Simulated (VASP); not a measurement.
InSb, 4 atoms in the cell. It takes space group Pmmn (No. 59, orthorhombic). Conventional cell: a = 5.920 Å, b = 5.938 Å, c = 3.222 Å, α = 90.00°, β = 90.00°, γ = 90.00°. Within 4.2 Å of In (site symmetry mm2) lie 8 Sb at 3.09 to 3.79 Å and 6 In at 3.22 to 4.19 Å. Sb (site symmetry mm2) has 8 In at 3.09 to 3.79 Å and 2 Sb at 3.22 Å within 4.1 Å. 

- Program: VASP 6.6.1
- Task: single point
- Functional: PBE
- Potentials or basis: VASP PAW PBE potentials, release 64 (In_d, Sb)
- Cutoff: 520 eV
- k mesh: 1 × 1 × 2
- Occupations: gaussian, width 0.1 eV
- Spin: no spin polarisation
- Dipole correction: no
- Further INCAR settings: ALGO = Normal; EDIFF = 1e-07; NBANDS = 26

Potentials or basis: VASP PAW PBE potentials, release 64 (In_d, Sb).

Run with:

```console
$ cat potpaw_PBE.64/In_d/POTCAR potpaw_PBE.64/Sb/POTCAR > POTCAR
$ mpirun -np 1 vasp_std > vasp.out
```

Hardware: 1 thread of Intel(R) Xeon(R) 6975P-C (Granite Rapids) (shared host).

Estimate the wall time of this run.

Wall time 14 s on 1 thread of Intel(R) Xeon(R) 6975P-C (Granite Rapids) (shared host), peak memory 0.21 GiB. Counts: scf iterations 15, k points 2.
